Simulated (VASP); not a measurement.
# CuO in VASP: a series of runs, part 3 of 3

VASP 6.6.1.

### 4 Single point, PBEsol+U

This run uses another cell than the first one, of 10.76 Å³/atom, 0.946 times its volume.

INCAR

```
SYSTEM = CuO
  PREC = Accurate
  ENCUT = 520
  EDIFF = 1E-7
  ISMEAR = -1
  SIGMA = 0.05
  LREAL = .FALSE.
  LASPH = .TRUE.
  NELM = 150
  ALGO = Normal
  ISIF = 2
  LWAVE = .FALSE.
  LCHARG = .FALSE.
  LMAXMIX = 4
  LDAU = .TRUE.
  LDAUTYPE = 2
  LDAUL = 2 -1
  LDAUU = 3 0
  LDAUJ = 0 0
  LDAUPRINT = 1
  GGA = PS
  NBANDS = 25
```

KPOINTS

```
Automatic mesh
0
G
  9 9 5
  0 0 0
```

POSCAR

```
CuO
1.0
    2.9035970644     -0.0155471590     -0.0036961955
    0.0238537616      2.9035311908     -0.0036902898
    0.0109042093      0.0107527557      5.1053414677
Cu O
2 2
Direct
    0.0000000000      0.5000000000      0.0000000000
    0.5000000000      0.0000000000      0.5000000000
    0.9996583766      0.0003417803      0.7500006248
    0.0003416234      0.9996582197      0.2499993752
```

Potentials or basis: VASP PAW PBE potentials, release 64 (Cu, O).

On the command line:

```bash
$ cat potpaw_PBE.64/Cu/POTCAR potpaw_PBE.64/O/POTCAR > POTCAR
$ mpirun -np 1 vasp_std > vasp.out
```

OUTCAR:

```text
SYSTEM = CuO
   PREC = Accurate
   ENCUT = 520
   EDIFF = 1E-7
   ISMEAR = -1
   LREAL = .FALSE.
   LASPH = .TRUE.
   NELM = 150
   ISIF = 2
   GGA = PS

 ion  position               nearest neighbor table
   1  0.000  0.500  0.000-   3 1.93   4 1.93   4 1.93   3 1.93
   2  0.500  0.000  0.500-   4 1.93   3 1.93   4 1.93   3 1.93
   3  1.000  0.000  0.750-   1 1.93   2 1.93   1 1.93   2 1.93
   4  0.000  1.000  0.250-   1 1.93   2 1.93   1 1.93   2 1.93

  LATTYP: Found a base centered monoclinic cell.
 ALAT       =     4.1122347534
 B/A-ratio  =     0.9971416258
 C/A-ratio  =     1.2415060769
 COS(beta)  =    -0.0012034030

  Lattice vectors:

 A1 = (  -2.9035970644,   0.0155471590,   0.0036961955)
 A2 = (  -0.0238537616,  -2.9035311908,   0.0036902898)
 A3 = (   0.0109042093,   0.0107527557,   5.1053414677)

Analysis of symmetry for initial positions (statically):
=====================================================================
 Subroutine PRICEL returns:
 Original cell was already a primitive cell.

 Routine SETGRP: Setting up the symmetry group for a
 base centered monoclinic supercell.

 Subroutine GETGRP returns: Found  4 space group operations
 (whereof  2 operations were pure point group operations)
 out of a pool of  4 trial point group operations.

The static configuration has the point symmetry S_2 .
 The point group associated with its full space group is C_2h.

Analysis of symmetry for dynamics (positions and initial velocities):
=====================================================================
 Subroutine PRICEL returns:
 Original cell was already a primitive cell.

 Routine SETGRP: Setting up the symmetry group for a
 base centered monoclinic supercell.

 Subroutine GETGRP returns: Found  4 space group operations
 (whereof  2 operations were pure point group operations)
 out of a pool of  4 trial point group operations.

The dynamic configuration has the point symmetry S_2 .
 The point group associated with its full space group is C_2h.

 Subroutine INISYM returns: Found  4 space group operations
 (whereof  2 operations are pure point group operations),
 and found     1 'primitive' translations

----------------------------------------------------------------------------------------

                                     Primitive cell

  volume of cell :      43.0436

  direct lattice vectors                    reciprocal lattice vectors
     2.903597064 -0.015547159 -0.003696195     0.344384320 -0.002830193 -0.000729590
[... 157 lines left out ...]
  o =  0.9313  v =  0.0000  0.0000  0.0000  0.0000  0.0000  0.0129 -0.0001  0.4342  0.0038 -0.9007      0.0000  0.0000  0.0000  0.0000  0.0000  0.0000  0.0000  0.0000  0.0000  0.0000
  o =  0.9596  v =  0.9980 -0.0031 -0.0000  0.0614  0.0146  0.0000  0.0000  0.0000  0.0000  0.0000      0.0000  0.0000  0.0000  0.0000  0.0000  0.0000  0.0000  0.0000  0.0000  0.0000
  o =  0.9596  v =  0.0000  0.0000  0.0000  0.0000  0.0000  0.9980 -0.0031 -0.0000  0.0614  0.0146      0.0000  0.0000  0.0000  0.0000  0.0000  0.0000  0.0000  0.0000  0.0000  0.0000
  o =  0.9596  v =  0.0000  0.0000  0.0000  0.0000  0.0000  0.0614  0.0080  0.0040 -0.9981 -0.0015      0.0000  0.0000  0.0000  0.0000  0.0000  0.0000  0.0000  0.0000  0.0000  0.0000
  o =  0.9596  v =  0.0614  0.0080  0.0040 -0.9981 -0.0015  0.0000  0.0000  0.0000  0.0000  0.0000      0.0000  0.0000  0.0000  0.0000  0.0000  0.0000  0.0000  0.0000  0.0000  0.0000
  o =  0.9735  v = -0.0065  0.0027  0.9008  0.0026  0.4342  0.0000  0.0000  0.0000  0.0000  0.0000      0.0000  0.0000  0.0000  0.0000  0.0000  0.0000  0.0000  0.0000  0.0000  0.0000
  o =  0.9735  v =  0.0000  0.0000  0.0000  0.0000  0.0000 -0.0065  0.0027  0.9008  0.0026  0.4342      0.0000  0.0000  0.0000  0.0000  0.0000  0.0000  0.0000  0.0000  0.0000  0.0000

atom =   2  type =  1  l = 2

 onsite density matrix

spin component  1

  0.9596 -0.0000  0.0002 -0.0004  0.0003
 -0.0000  0.9596 -0.0000  0.0009 -0.0001
  0.0002 -0.0000  0.9656  0.0004 -0.0165
 -0.0004  0.0009  0.0004  0.7933 -0.0002
  0.0003 -0.0001 -0.0165 -0.0002  0.9392

spin component  2

  0.9596 -0.0000  0.0002 -0.0004  0.0003
 -0.0000  0.9596 -0.0000  0.0009 -0.0001
  0.0002 -0.0000  0.9656  0.0004 -0.0165
 -0.0004  0.0009  0.0004  0.7933 -0.0002
  0.0003 -0.0001 -0.0165 -0.0002  0.9392

 occupancies and eigenvectors

  o =  0.7933  v =  0.0026 -0.0054 -0.0024  1.0000  0.0013  0.0000  0.0000  0.0000  0.0000  0.0000      0.0000  0.0000  0.0000  0.0000  0.0000  0.0000  0.0000  0.0000  0.0000  0.0000
  o =  0.7933  v =  0.0000  0.0000  0.0000  0.0000  0.0000  0.0026 -0.0054 -0.0024  1.0000  0.0013      0.0000  0.0000  0.0000  0.0000  0.0000  0.0000  0.0000  0.0000  0.0000  0.0000
  o =  0.9312  v = -0.0115  0.0039  0.4343 -0.0000  0.9007  0.0000  0.0000  0.0000  0.0000  0.0000      0.0000  0.0000  0.0000  0.0000  0.0000  0.0000  0.0000  0.0000  0.0000  0.0000
  o =  0.9312  v =  0.0000  0.0000  0.0000  0.0000  0.0000 -0.0115  0.0039  0.4343 -0.0000  0.9007      0.0000  0.0000  0.0000  0.0000  0.0000  0.0000  0.0000  0.0000  0.0000  0.0000
  o =  0.9596  v =  0.9964  0.0835 -0.0001 -0.0022  0.0124  0.0000  0.0000  0.0000  0.0000  0.0000      0.0000  0.0000  0.0000  0.0000  0.0000  0.0000  0.0000  0.0000  0.0000  0.0000
  o =  0.9596  v =  0.0000  0.0000  0.0000  0.0000  0.0000  0.9964  0.0835 -0.0001 -0.0022  0.0124      0.0000  0.0000  0.0000  0.0000  0.0000  0.0000  0.0000  0.0000  0.0000  0.0000
  o =  0.9596  v =  0.0000  0.0000  0.0000  0.0000  0.0000 -0.0834  0.9965 -0.0041  0.0056 -0.0034      0.0000  0.0000  0.0000  0.0000  0.0000  0.0000  0.0000  0.0000  0.0000  0.0000
  o =  0.9596  v = -0.0834  0.9965 -0.0041  0.0056 -0.0034  0.0000  0.0000  0.0000  0.0000  0.0000      0.0000  0.0000  0.0000  0.0000  0.0000  0.0000  0.0000  0.0000  0.0000  0.0000
  o =  0.9735  v =  0.0053  0.0026  0.9008  0.0027 -0.4343  0.0000  0.0000  0.0000  0.0000  0.0000      0.0000  0.0000  0.0000  0.0000  0.0000  0.0000  0.0000  0.0000  0.0000  0.0000
  o =  0.9735  v =  0.0000  0.0000  0.0000  0.0000  0.0000  0.0053  0.0026  0.9008  0.0027 -0.4343      0.0000  0.0000  0.0000  0.0000  0.0000  0.0000  0.0000  0.0000  0.0000  0.0000

 number of electron      33.9999968 magnetization

 Free energy of the ion-electron system (eV)
  ---------------------------------------------------
  ext. energy  EPLUGINS =         0.00000000
  ---------------------------------------------------
  free energy    TOTEN  =       -19.38816858 eV

  energy without entropy =      -19.36933841  energy(sigma->0) =      -19.37875350

 E-fermi :   4.7960     XC(G=0): -11.7129

 val. band max:        4.7681643960   @ k =   0.4444   0.4444   0.4000
 cond. band min:       4.8304248113   @ k =  -0.2222  -0.4444   0.4000
 fundamental gap:      0.0622604152
 Fermi energy:         4.7959722641

 k-point     1 :       0.0000    0.0000    0.0000
  band No.  band energies     occupation
      1     -14.9816      2.00000
      2     -13.5632      2.00000
      3      -3.5754      2.00000
      4      -0.8933      2.00000
      5      -0.8873      2.00000
      6       0.5174      2.00000
[... 661 lines left out ...]
     24      16.1807      0.00000
     25      16.9065      0.00000

 [... further k-points ...]

------------------------ aborting loop because EDIFF is reached ----------------------------------------

  FORCE on cell =-STRESS in cart. coord.  units (eV):
  Direction    XX          YY          ZZ          XY          YZ          ZX
  --------------------------------------------------------------------------------------
  -------------------------------------------------------------------------------------
  Total       -0.6937733     -0.6936519     -0.8549677     -0.0043071     -0.0020844     -0.0021120
  in kB      -25.8237381    -25.8192175    -31.8237392     -0.1603187     -0.0775847     -0.0786116
  external PRESSURE =     -27.8222316 kB  Pullay stress =       0.0000000 kB

 VOLUME and BASIS-vectors are now :
 -----------------------------------------------------------------------------
  energy-cutoff  :      520.00
  volume of cell :       43.04
      direct lattice vectors                 reciprocal lattice vectors
     2.903597064 -0.015547159 -0.003696195     0.344384320 -0.002830193 -0.000729590
     0.023853762  2.903531191 -0.003690290     0.001843101  0.344392148 -0.000729288
     0.010904209  0.010752756  5.105341468     0.000250662  0.000246888  0.195872229

 POSITION                                       TOTAL-FORCE (eV/Angst)
 -----------------------------------------------------------------------------------
      0.01193      1.45177     -0.00185         0.000000     -0.000000      0.000000
      1.45725     -0.00240      2.55082         0.000000      0.000000      0.000000
      2.91079     -0.00648      3.82531         0.000174     -0.000176     -0.000000
      0.02756      2.90522      1.27264        -0.000174      0.000176      0.000000
 -----------------------------------------------------------------------------------
    total drift:                                0.000000     -0.000000     -0.000000

  FREE ENERGIE OF THE ION-ELECTRON SYSTEM (eV)
  ---------------------------------------------------
  free  energy   TOTEN  =       -19.3881685849 eV

  energy  without entropy=      -19.3693384136  energy(sigma->0) =      -19.37875350
```

Wall time 4.2 min (1 thread of AMD EPYC 7R13, shared host); peak memory 0.2 GiB.

Results:

| Item | Value |
| --- | --- |
| Free energy | -19.3882 eV |
| Pressure | -2.8 GPa |
| Band gap on the k mesh | zero (band 17 reaches 5.52 eV, above the bottom of band 18 at 4.50 eV) |

Levels at points of the mesh, in eV from the Fermi level:
```tsv
k point	band 14	band 15	band 16	band 17	band 18	band 19	band 20	band 21
(0.00, 0.00, 0.00)	-2.95	-2.40	-2.37	0.72	0.73	1.57	6.32	7.56
```

Eigenvalues of the final occupation matrices:
```tsv
site	spin	trace	eigenvalues
site 1 d	1	4.62	0.79 0.93 0.96 0.96 0.97
site 1 d	2	4.62	0.79 0.93 0.96 0.96 0.97
site 2 d	1	4.62	0.79 0.93 0.96 0.96 0.97
site 2 d	2	4.62	0.79 0.93 0.96 0.96 0.97
```

Caveat: the PAW data sets were made with another functional, which shifts forces and pressure a little; U without spin polarisation on a metal has little footing.

### 5 Relaxation of cell and atoms, PBEsol

This run uses another cell than the first one, of 10.73 Å³/atom, 0.943 times its volume.

INCAR

```
PREC = Accurate ; ENCUT = 600
EDIFF = 1E-6 ; ISMEAR = -1
SIGMA = 0.05 ; LREAL = F
LASPH = T ; NELM = 100
ALGO = Normal ; ISIF = 3
LWAVE = F ; LCHARG = F
GGA = PS ; IBRION = 2
NSW = 60 ; EDIFFG = -0.01
```

KPOINTS

```
regular mesh
0
Gamma
  9 9 5
```

POSCAR

```
CuO
1.0
    2.8795009639      0.0000000000      0.0000000000
    0.0390727580      2.8792794796      0.0000000000
    0.0174953863      0.0172449008      5.1763391994
Cu O
2 2
Direct
    0.0000000000      0.5000000000      0.0000000000
    0.5000000000      0.0000000000      0.5000000000
    0.9984239700      0.0016717800      0.7498871000
    0.0015760300      0.9983282200      0.2501129000
```

Potentials or basis: VASP PAW PBE potentials, release 64 (Cu, O).

On the command line:

```bash
$ cat potpaw_PBE.64/Cu/POTCAR potpaw_PBE.64/O/POTCAR > POTCAR
$ mpirun -np 1 vasp_std > vasp.out
```

OUTCAR:

```text
PREC = Accurate
   ENCUT = 600
   EDIFF = 1E-6
   ISMEAR = -1
   LREAL = F
   LASPH = T
   NELM = 100
   ISIF = 3
   GGA = PS
   IBRION = 2
   NSW = 60
   EDIFFG = -0.01

 ion  position               nearest neighbor table
   1  0.000  0.500  0.000-   3 1.94   4 1.94   3 1.94   4 1.94
   2  0.500  0.000  0.500-   3 1.94   4 1.94   4 1.94   3 1.94
   3  0.998  0.002  0.750-   2 1.94   2 1.94   1 1.94   1 1.94
   4  0.002  0.998  0.250-   2 1.94   2 1.94   1 1.94   1 1.94

  LATTYP: Found a base centered monoclinic cell.
 ALAT       =    11.1169163425
 B/A-ratio  =     0.3638182808
 C/A-ratio  =     0.4656324948
 COS(beta)  =    -0.9295148209

  Lattice vectors:

 A1 = (   2.8620055776,  -0.0172449008,  -5.1763391994)
 A2 = (   0.0215773717,   2.8620345788,  -5.1763391994)
 A3 = (   0.0174953863,   0.0172449008,   5.1763391994)

Analysis of symmetry for initial positions (statically):
[... 335 lines left out ...]
  free energy    TOTEN  =       -21.48961055 eV

  energy without entropy =      -21.47082170  energy(sigma->0) =      -21.48021613

 E-fermi :   5.1494     XC(G=0): -11.7884

 val. band max:        5.1066722415   @ k =  -0.4444   0.3333   0.4000
 cond. band min:       5.1921152015   @ k =  -0.4444   0.0000   0.2000
 fundamental gap:      0.0854429600
 Fermi energy:         5.1494332793

 k-point     1 :       0.0000    0.0000    0.0000
  band No.  band energies     occupation
      1     -14.8711      2.00000
      2     -13.4505      2.00000
      3      -3.3424      2.00000
      4      -0.5296      2.00000
      5      -0.5032      2.00000
      6       1.2277      2.00000
[... 565 lines left out ...]
     20      10.9591      0.00000
     21      13.9740      0.00000

 [... further k-points ...]

------------------------ aborting loop because EDIFF is reached ----------------------------------------

  FORCE on cell =-STRESS in cart. coord.  units (eV):
  Direction    XX          YY          ZZ          XY          YZ          ZX
  --------------------------------------------------------------------------------------
  -------------------------------------------------------------------------------------
  Total        0.0113151      0.0244036     -0.0055616     -0.0206704     -0.0050900     -0.0037966
  in kB        0.4236518      0.9137013     -0.2082349     -0.7739276     -0.1905780     -0.1421497
  external PRESSURE =       0.3763728 kB  Pullay stress =       0.0000000 kB
[... 19 lines left out ...]
  FREE ENERGIE OF THE ION-ELECTRON SYSTEM (eV)
  ---------------------------------------------------
  free  energy   TOTEN  =       -21.4896105540 eV

  energy  without entropy=      -21.4708217044  energy(sigma->0) =      -21.48021613

 reached required accuracy - stopping structural energy minimisation
```

OSZICAR:

```text
N       E                     dE             d eps       ncg     rms          rms(c)
DAV:   1     0.321515725486E+03    0.32152E+03   -0.18406E+04  8638   0.281E+03
[... 50 lines left out ...]
DAV:   1    -0.214977368676E+02   -0.86488E-02   -0.23867E-01 11638   0.742E+00    0.688E-01
DAV:   2    -0.214917224453E+02    0.60144E-02   -0.34935E-02 11390   0.545E+00    0.308E-01
DAV:   3    -0.214903103662E+02    0.14121E-02   -0.67605E-03 12942   0.325E+00    0.220E-01
DAV:   4    -0.214898006372E+02    0.50973E-03   -0.17439E-03 13312   0.156E+00    0.133E-01
DAV:   5    -0.214897720932E+02    0.28544E-04   -0.19679E-03 13376   0.168E+00    0.125E-01
DAV:   6    -0.214896225243E+02    0.14957E-03   -0.76722E-04 14594   0.894E-01    0.205E-02
DAV:   7    -0.214896104249E+02    0.12099E-04   -0.56609E-05 13370   0.125E-01    0.872E-03
DAV:   8    -0.214896105540E+02   -0.12911E-06   -0.64494E-06  8159   0.705E-02
   5 F= -.21489611E+02 E0= -.21480216E+02  d E =-.243825E-02
```

Wall time 20 min (1 thread of AMD EPYC 7R13, shared host); peak memory 0.29 GiB.

Results:

```
Free energy                            : -21.4896 eV
Relaxed volume                         : 10.70 Å³/atom
Relaxed cell                           : a = 2.897 Å, b = 2.896 Å, c = 5.101 Å, α = 89.80°, β = 89.81°, γ = 89.30°
Space group after relaxing (to 0.05 Å) : Cccm (No. 66)
Energy gained by relaxing              : 1.8 meV/atom
Ionic steps                            : 5
Pressure after relaxing                : 0.0 GPa
Largest force after relaxing           : 0.009 eV/Å
Band gap on the k mesh                 : zero (band 17 reaches 5.85 eV, above the bottom of band 18 at 4.87 eV)
```

Forces in eV/Å, atoms in the order of the input:
```
Cu   0.000  0.000  0.000
Cu   0.000  0.000  0.000
O    0.002 -0.001 -0.009
O   -0.002  0.001  0.009
```

Stress tensor (GPa, compression positive):
```
 0.04 -0.08 -0.01
-0.08  0.09 -0.02
-0.01 -0.02 -0.02
```

The path:
```
step  energy change (eV)  largest force (eV/Å)  pressure (GPa)  volume (Å³)
   1              0.0000                0.0124           -1.39        42.92
   2             -0.0043                0.0042            1.45        42.34
   3             -0.0047                0.0068            0.80        42.47
   4             -0.0066                0.0038            0.35        42.65
   5             -0.0071                0.0091            0.04        42.79
```

Final structure:
```
CELL_PARAMETERS angstrom
2.89671 -0.00194 -0.00022
0.03737 2.89603 0.00003
0.01719 0.01739 5.10091
ATOMIC_POSITIONS crystal
Cu 0.00000 0.50000 0.00000
Cu 0.50000 0.00000 0.50000
O 0.99860 0.00145 0.75007
O 0.00140 0.99855 0.24993
```

Caveat: the PAW data sets were made with another functional, which shifts forces and pressure a little; semilocal functionals often make such compounds metallic where correlation or magnetic order opens a gap, which also shifts bond lengths.

### 6 The runs side by side

| task | level | U | cell | cutoff (eV) | gap on the mesh (eV) | pressure (GPa) | largest force (eV/Å) |
| --- | --- | --- | --- | --- | --- | --- | --- |
| single point | PBE | - | a = 2.936, b = 2.936, c = 5.278 Å, angles 89.8, 89.8, 89.2°, 4 atoms | 520 | none | -2.7 | 0.01 |
| single point | PBEsol | - | a = 2.895, b = 2.895, c = 5.090 Å, angles 90.0, 90.0, 89.8°, 4 atoms | 520 | none | 0.8 | - |
| single point | PBEsol+U | Cu d U = 3.0 eV | a = 2.904, b = 2.904, c = 5.105 Å, angles 90.0, 90.0, 89.8°, 4 atoms | 520 | none | -2.8 | - |
| relaxation of cell and atoms | PBEsol | - | relaxed from a = 2.880, b = 2.880, c = 5.176 Å, angles 89.8, 89.8, 89.2°, 4 atoms | 600 | none | 0.0 | 0.01 |

Alike in all rows: potentials or basis VASP PAW PBE potentials, release 64 (Cu, O); no spin polarisation; k mesh 9 × 9 × 5; smearing fermi-dirac 0.05 eV.

Caveats: semilocal functionals often make such compounds metallic where correlation or magnetic order opens a gap, which also shifts bond lengths (some runs); the PAW data sets were made with another functional, which shifts forces and pressure a little (some runs); U without spin polarisation on a metal has little footing (some runs).

Absolute energies hang on the potentials; compare differences alone.
